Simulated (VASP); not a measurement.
# SnPt3 (Pm-3m) in VASP: notebook, part 2 of 2

VASP 6.6.1. The steps go on from the part before.

## 3. Electric field gradients, LDA (volume scaled by 0.96)

INCAR reads:

```
SYSTEM = SnPt3
PREC = Accurate
ENCUT = 400
EDIFF = 1E-8
ISMEAR = -1
SIGMA = 0.05
LREAL = .False.
LASPH = .True.
NELM = 120
ALGO = Normal
ISIF = 2
LWAVE = .False.
LCHARG = .False.
LEFG = .True.
NBANDS = 30
GGA_COMPAT = .False.
```

KPOINTS reads:

```
regular mesh
0
Gamma
  8 8 8
  0 0 0
```

POSCAR reads:

```
SnPt3
1.0
    3.9459393189      0.0000000000      0.0000000000
    0.0000000000      3.9459393189      0.0000000000
    0.0000000000      0.0000000000      3.9459393189
Sn Pt
1 3
Direct
    0.0000000000      0.0000000000      0.0000000000
    0.0000000000      0.5000000000      0.5000000000
    0.5000000000      0.0000000000      0.5000000000
    0.5000000000      0.5000000000      0.0000000000
```

Potentials or basis: VASP PAW LDA potentials, release 64 (Sn_d, Pt).

Command:

```console
$ cat potpaw_LDA.64/Sn_d/POTCAR potpaw_LDA.64/Pt/POTCAR > POTCAR
$ mpirun -np 1 vasp_std > vasp.out
```

OUTCAR:

```text
SYSTEM = SnPt3
   PREC = Accurate
   ENCUT = 400
   EDIFF = 1E-8
   ISMEAR = -1
   LREAL = .False.
   LASPH = .True.
   NELM = 120
   ISIF = 2

 ion  position               nearest neighbor table
   1  0.000  0.000  0.000-   2 2.79   3 2.79   4 2.79   2 2.79   3 2.79   2 2.79   4 2.79   2 2.79
                             3 2.79   4 2.79   3 2.79   4 2.79
   2  0.000  0.500  0.500-   1 2.79   3 2.79   4 2.79   1 2.79   4 2.79   1 2.79   3 2.79   1 2.79
                             3 2.79   4 2.79   4 2.79   3 2.79
   3  0.500  0.000  0.500-   1 2.79   2 2.79   4 2.79   1 2.79   4 2.79   2 2.79   4 2.79   4 2.79
                             1 2.79   2 2.79   1 2.79   2 2.79
   4  0.500  0.500  0.000-   1 2.79   2 2.79   3 2.79   2 2.79   3 2.79   1 2.79   3 2.79   3 2.79
                             1 2.79   2 2.79   2 2.79   1 2.79

  LATTYP: Found a simple cubic cell.
 ALAT       =     3.9459393189

  Lattice vectors:

 A1 = (   3.9459393189,   0.0000000000,   0.0000000000)
 A2 = (   0.0000000000,   3.9459393189,   0.0000000000)
 A3 = (   0.0000000000,   0.0000000000,   3.9459393189)

Analysis of symmetry for initial positions (statically):
=====================================================================
 Subroutine PRICEL returns:
 Original cell was already a primitive cell.

 Routine SETGRP: Setting up the symmetry group for a
 simple cubic supercell.

 Subroutine GETGRP returns: Found 48 space group operations
 (whereof 48 operations were pure point group operations)
 out of a pool of 48 trial point group operations.

The static configuration has the point symmetry O_h .

Analysis of symmetry for dynamics (positions and initial velocities):
=====================================================================
 Subroutine PRICEL returns:
[... 966 lines left out ...]
  --------------------------------------------------------------------------------------
  -------------------------------------------------------------------------------------
  Total        2.9193083      2.9193083      2.9193083      0.0000000      0.0000000     -0.0000000
  in kB       76.1271085     76.1271085     76.1271085      0.0000000      0.0000000     -0.0000000
  external PRESSURE =      76.1271085 kB  Pullay stress =       0.0000000 kB

 VOLUME and BASIS-vectors are now :
 -----------------------------------------------------------------------------
  energy-cutoff  :      400.00
  volume of cell :       61.44
      direct lattice vectors                 reciprocal lattice vectors
     3.945939319  0.000000000  0.000000000     0.253425083  0.000000000  0.000000000
     0.000000000  3.945939319  0.000000000     0.000000000  0.253425083  0.000000000
     0.000000000  0.000000000  3.945939319     0.000000000  0.000000000  0.253425083

 POSITION                                       TOTAL-FORCE (eV/Angst)
 -----------------------------------------------------------------------------------
      0.00000      0.00000      0.00000         0.000000      0.000000      0.000000
      0.00000      1.97297      1.97297         0.000000      0.000000      0.000000
      1.97297      0.00000      1.97297         0.000000      0.000000      0.000000
      1.97297      1.97297      0.00000         0.000000      0.000000      0.000000
 -----------------------------------------------------------------------------------
    total drift:                                0.000000      0.000000      0.000000

  FREE ENERGIE OF THE ION-ELECTRON SYSTEM (eV)
  ---------------------------------------------------
  free  energy   TOTEN  =       -28.5452532033 eV

  energy  without entropy=      -28.5353427465  energy(sigma->0) =      -28.54029797

 Electric field gradients (V/A^2)
---------------------------------------------------------------------
 ion       V_xx      V_yy      V_zz      V_xy      V_xz      V_yz
---------------------------------------------------------------------
   1       0.000     0.000     0.000     0.000    -0.000     0.000
   2    -154.511    77.255    77.255    -0.000     0.000    -0.000
   3      77.255  -154.511    77.255     0.000    -0.000    -0.000
   4      77.255    77.255  -154.511    -0.000     0.000    -0.000
---------------------------------------------------------------------

 Electric field gradients after diagonalization (V/A^2)
 (convention: |V_zz| > |V_xx| > |V_yy|)
----------------------------------------------------------------------
 ion       V_xx      V_yy      V_zz     asymmetry (V_yy - V_xx)/ V_zz
----------------------------------------------------------------------
   1       0.000     0.000     0.000      -0.527
   2      77.255    77.255  -154.511       0.000
   3      77.255    77.255  -154.511       0.000
   4      77.255    77.255  -154.511       0.000
----------------------------------------------------------------------

           NMR quadrupolar parameters

 Cq : quadrupolar parameter    Cq=e*Q*V_zz/h
 eta: asymmetry parameters     (V_yy - V_xx)/ V_zz
 Q  : nuclear electric quadrupole moment in mb (millibarn)
----------------------------------------------------------------------
 ion       Cq(MHz)       eta       Q (mb)
----------------------------------------------------------------------
   1       0.000      -0.527       1.000
   2      -0.374       0.000       1.000
   3      -0.374       0.000       1.000
   4      -0.374       0.000       1.000
----------------------------------------------------------------------
```

OSZICAR:

```text
N       E                     dE             d eps       ncg     rms          rms(c)
DAV:   1     0.349595083501E+03    0.34960E+03   -0.17820E+04  2302   0.168E+03
DAV:   2     0.538819212840E+01   -0.34421E+03   -0.32514E+03  2254   0.459E+02
DAV:   3    -0.286295215634E+02   -0.34018E+02   -0.32956E+02  2370   0.117E+02
DAV:   4    -0.296030601809E+02   -0.97354E+00   -0.97166E+00  2358   0.203E+01
DAV:   5    -0.296302569525E+02   -0.27197E-01   -0.27193E-01  2622   0.358E+00    0.215E+01
DAV:   6    -0.287061073630E+02    0.92415E+00   -0.20412E+00  2358   0.944E+00    0.109E+01
DAV:   7    -0.285617135674E+02    0.14439E+00   -0.16562E-01  2834   0.439E+00    0.397E+00
DAV:   8    -0.285467156434E+02    0.14998E-01   -0.21372E-02  2854   0.999E-01    0.313E-01
DAV:   9    -0.285452485601E+02    0.14671E-02   -0.57429E-03  2730   0.878E-01    0.573E-02
DAV:  10    -0.285452537737E+02   -0.52136E-05   -0.16378E-04  2786   0.123E-01    0.180E-02
DAV:  11    -0.285452533426E+02    0.43104E-06   -0.88464E-06  2924   0.229E-02    0.517E-03
DAV:  12    -0.285452532012E+02    0.14141E-06   -0.64465E-07  2382   0.654E-03    0.181E-03
DAV:  13    -0.285452532033E+02   -0.20864E-08   -0.23674E-08  1902   0.178E-03
   1 F= -.28545253E+02 E0= -.28540298E+02  d E =-.991046E-02
```

Wall time 65 s (1 thread of Intel Xeon 8259CL, shared host); peak memory 0.16 GiB.

Results:

```
Free energy            : -28.5453 eV
Pressure               : 7.6 GPa
Band gap on the k mesh : zero (band 22 reaches 12.78 eV, above the bottom of band 23 at 12.28 eV)
```

Levels at points of the mesh, in eV from the Fermi level:
| k point | band 19 | band 20 | band 21 | band 22 | band 23 | band 24 | band 25 | band 26 |
| --- | --- | --- | --- | --- | --- | --- | --- | --- |
| (0.00, 0.00, 0.00) | -1.30 | -1.30 | -0.41 | 0.17 | 0.17 | 0.17 | 3.23 | 6.61 |
| (0.50, 0.00, 0.00) | -2.67 | -2.53 | -1.19 | 0.17 | 1.95 | 4.03 | 4.03 | 5.48 |
| (0.50, 0.50, 0.00) | -2.75 | -2.23 | -2.05 | -1.64 | 0.99 | 0.99 | 5.25 | 6.99 |
| (0.50, 0.50, 0.50) | -2.22 | -2.22 | -0.91 | -0.32 | -0.32 | -0.32 | 1.08 | 3.87 |

Electric field gradients, principal values (V/Å²):
| atom | least | middle | greatest (by size) |
| --- | --- | --- | --- |
| 1 Sn | 0.000 | 0.000 | 0.000 |
| 2 Pt | 77.255 | 77.255 | -154.511 |
| 3 Pt | 77.255 | 77.255 | -154.511 |
| 4 Pt | 77.255 | 77.255 | -154.511 |

Caveat: without QUAD_EFG the Cq values of the log hold for a quadrupole moment of 1 mb, not for the nuclei; spin-orbit coupling is left out, which moves the levels of the heavy elements.

## 4. Electric field gradients, LDA (volume scaled by 0.96)

INCAR reads:

```
SYSTEM = SnPt3
PREC = Accurate ; ENCUT = 400
EDIFF = 1E-8 ; ISMEAR = -1
SIGMA = 0.05 ; LREAL = .FALSE.
LASPH = .TRUE. ; NELM = 120
ALGO = Normal ; ISIF = 2
LWAVE = .FALSE. ; LCHARG = .FALSE.
GGA = CA ; LEFG = .TRUE.
NBANDS = 30 ; GGA_COMPAT = .FALSE.
```

KPOINTS reads:

```
regular mesh
0
G
  8 8 8
  0 0 0
```

POSCAR is that of step 3.

Potentials or basis: VASP PAW LDA potentials, release 64 (Sn_d, Pt).

Command:

```console
$ cat potpaw_LDA.64/Sn_d/POTCAR potpaw_LDA.64/Pt/POTCAR > POTCAR
$ mpirun -np 1 vasp_std > vasp.out
```

OUTCAR:

```text
SYSTEM = SnPt3
   PREC = Accurate
   ENCUT = 400
   EDIFF = 1E-8
   ISMEAR = -1
   LREAL = .FALSE.
   LASPH = .TRUE.
   NELM = 120
   ISIF = 2
   GGA = CA

 ion  position               nearest neighbor table
   1  0.000  0.000  0.000-   2 2.79   3 2.79   4 2.79   2 2.79   3 2.79   2 2.79   4 2.79   2 2.79
                             3 2.79   4 2.79   3 2.79   4 2.79
   2  0.000  0.500  0.500-   1 2.79   3 2.79   4 2.79   1 2.79   4 2.79   1 2.79   3 2.79   1 2.79
                             3 2.79   4 2.79   4 2.79   3 2.79
   3  0.500  0.000  0.500-   1 2.79   2 2.79   4 2.79   1 2.79   4 2.79   2 2.79   4 2.79   4 2.79
                             1 2.79   2 2.79   1 2.79   2 2.79
   4  0.500  0.500  0.000-   1 2.79   2 2.79   3 2.79   2 2.79   3 2.79   1 2.79   3 2.79   3 2.79
                             1 2.79   2 2.79   2 2.79   1 2.79

  LATTYP: Found a simple cubic cell.
 ALAT       =     3.9459393189

  Lattice vectors:

 A1 = (   3.9459393189,   0.0000000000,   0.0000000000)
 A2 = (   0.0000000000,   3.9459393189,   0.0000000000)
 A3 = (   0.0000000000,   0.0000000000,   3.9459393189)

Analysis of symmetry for initial positions (statically):
=====================================================================
 Subroutine PRICEL returns:
 Original cell was already a primitive cell.

 Routine SETGRP: Setting up the symmetry group for a
 simple cubic supercell.

 Subroutine GETGRP returns: Found 48 space group operations
 (whereof 48 operations were pure point group operations)
 out of a pool of 48 trial point group operations.

The static configuration has the point symmetry O_h .

Analysis of symmetry for dynamics (positions and initial velocities):
[... 966 lines left out ...]
  FORCE on cell =-STRESS in cart. coord.  units (eV):
  Direction    XX          YY          ZZ          XY          YZ          ZX
  --------------------------------------------------------------------------------------
  -------------------------------------------------------------------------------------
  Total        2.9193083      2.9193083      2.9193083      0.0000000      0.0000000     -0.0000000
  in kB       76.1271085     76.1271085     76.1271085      0.0000000      0.0000000     -0.0000000
  external PRESSURE =      76.1271085 kB  Pullay stress =       0.0000000 kB

 VOLUME and BASIS-vectors are now :
 -----------------------------------------------------------------------------
  energy-cutoff  :      400.00
  volume of cell :       61.44
      direct lattice vectors                 reciprocal lattice vectors
     3.945939319  0.000000000  0.000000000     0.253425083  0.000000000  0.000000000
     0.000000000  3.945939319  0.000000000     0.000000000  0.253425083  0.000000000
     0.000000000  0.000000000  3.945939319     0.000000000  0.000000000  0.253425083

 POSITION                                       TOTAL-FORCE (eV/Angst)
 -----------------------------------------------------------------------------------
      0.00000      0.00000      0.00000         0.000000      0.000000      0.000000
      0.00000      1.97297      1.97297         0.000000      0.000000      0.000000
      1.97297      0.00000      1.97297         0.000000      0.000000      0.000000
      1.97297      1.97297      0.00000         0.000000      0.000000      0.000000
 -----------------------------------------------------------------------------------
    total drift:                                0.000000      0.000000      0.000000

  FREE ENERGIE OF THE ION-ELECTRON SYSTEM (eV)
  ---------------------------------------------------
  free  energy   TOTEN  =       -28.5452532033 eV

  energy  without entropy=      -28.5353427465  energy(sigma->0) =      -28.54029797

 Electric field gradients (V/A^2)
---------------------------------------------------------------------
 ion       V_xx      V_yy      V_zz      V_xy      V_xz      V_yz
---------------------------------------------------------------------
   1       0.000     0.000     0.000     0.000    -0.000     0.000
   2    -154.511    77.255    77.255    -0.000     0.000    -0.000
   3      77.255  -154.511    77.255     0.000    -0.000    -0.000
   4      77.255    77.255  -154.511    -0.000     0.000    -0.000
---------------------------------------------------------------------

 Electric field gradients after diagonalization (V/A^2)
 (convention: |V_zz| > |V_xx| > |V_yy|)
----------------------------------------------------------------------
 ion       V_xx      V_yy      V_zz     asymmetry (V_yy - V_xx)/ V_zz
----------------------------------------------------------------------
   1       0.000     0.000     0.000      -0.527
   2      77.255    77.255  -154.511       0.000
   3      77.255    77.255  -154.511       0.000
   4      77.255    77.255  -154.511       0.000
----------------------------------------------------------------------

           NMR quadrupolar parameters

 Cq : quadrupolar parameter    Cq=e*Q*V_zz/h
 eta: asymmetry parameters     (V_yy - V_xx)/ V_zz
 Q  : nuclear electric quadrupole moment in mb (millibarn)
----------------------------------------------------------------------
 ion       Cq(MHz)       eta       Q (mb)
----------------------------------------------------------------------
   1       0.000      -0.527       1.000
   2      -0.374       0.000       1.000
   3      -0.374       0.000       1.000
   4      -0.374       0.000       1.000
----------------------------------------------------------------------
```

Wall time 64 s (1 thread of Intel Xeon 8259CL, shared host); peak memory 0.16 GiB.

What came out:

```
Free energy            : -28.5453 eV
Pressure               : 7.6 GPa
Band gap on the k mesh : zero (band 22 reaches 12.78 eV, above the bottom of band 23 at 12.28 eV)
```

Levels at points of the mesh, in eV from the Fermi level:
| k point | band 18 | band 19 | band 20 | band 21 | band 22 | band 23 | band 24 | band 25 | band 26 | band 27 |
| --- | --- | --- | --- | --- | --- | --- | --- | --- | --- | --- |
| (0.00, 0.00, 0.00) | -1.43 | -1.30 | -1.30 | -0.41 | 0.17 | 0.17 | 0.17 | 3.23 | 6.61 | 6.61 |
| (0.50, 0.00, 0.00) | -2.67 | -2.67 | -2.53 | -1.19 | 0.17 | 1.95 | 4.03 | 4.03 | 5.48 | 5.48 |
| (0.50, 0.50, 0.00) | -2.95 | -2.75 | -2.23 | -2.05 | -1.64 | 0.99 | 0.99 | 5.25 | 6.99 | 7.85 |
| (0.50, 0.50, 0.50) | -2.78 | -2.22 | -2.22 | -0.91 | -0.32 | -0.32 | -0.32 | 1.08 | 3.87 | 3.87 |

Electric field gradients, principal values (V/Å²):
| atom | least | middle | greatest (by size) |
| --- | --- | --- | --- |
| 1 Sn | 0.000 | 0.000 | 0.000 |
| 2 Pt | 77.255 | 77.255 | -154.511 |
| 3 Pt | 77.255 | 77.255 | -154.511 |
| 4 Pt | 77.255 | 77.255 | -154.511 |

Caveat: without QUAD_EFG the Cq values of the log hold for a quadrupole moment of 1 mb, not for the nuclei; spin-orbit coupling is left out, which moves the levels of the heavy elements.
